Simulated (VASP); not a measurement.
Input of a VASP 6.6.1 run:

INCAR

```
PREC = Accurate
ENCUT = 1340
EDIFF = 1E-6
ISMEAR = 0
SIGMA = 0.05
LREAL = F
LASPH = T
NELM = 200
ALGO = Normal
ISIF = 2
LWAVE = F
LCHARG = F
LMAXMIX = 4
LDAU = T
LDAUTYPE = 2
LDAUL = -1 2 -1
LDAUU = 0 4 0
LDAUJ = 0 0 0
LDAUPRINT = 1
GGA = PE
NBANDS = 28
GGA_COMPAT = F
```

File KPOINTS:

```
Automatic mesh
0
Gamma
  8 8 8
```

The input POSCAR:

```
BaTiO3
1.0
    3.9954120776      0.0000000000      0.0000000000
    0.0000000000      3.9954120776      0.0000000000
    0.0000000000      0.0000000000      3.9954120776
Ba Ti O
1 1 3
Direct
    0.5000000000      0.5000000000      0.5000000000
    0.0000000000      0.0000000000      0.0000000000
    0.5000000000      0.0000000000      0.0000000000
    0.0000000000      0.5000000000      0.0000000000
    0.0000000000      0.0000000000      0.5000000000
```

Potentials or basis: VASP PAW PBE potentials, release 64 (Ba_sv, Ti_sv, O_h).

Launch:

```sh
$ cat potpaw_PBE.64/Ba_sv/POTCAR potpaw_PBE.64/Ti_sv/POTCAR potpaw_PBE.64/O_h/POTCAR > POTCAR
$ mpirun -np 1 vasp_std > vasp.out
```

Task: Estimate the pressure.

Result: 7.9 GPa.

Task: What does it give for the band gap on the k mesh?

Result: 2.23 eV (least direct gap 2.42 eV).

Eigenvalues of the final occupation matrices:
| site | spin | trace | eigenvalues |
| --- | --- | --- | --- |
| site 2 d | 1 | 0.79 | 0.10 0.10 0.10 0.24 0.24 |
| site 2 d | 2 | 0.79 | 0.10 0.10 0.10 0.24 0.24 |

Caveat: the cell stands under pressure; spin-orbit coupling is left out, which moves the levels of the heavy elements. A k mesh can miss the band edges.
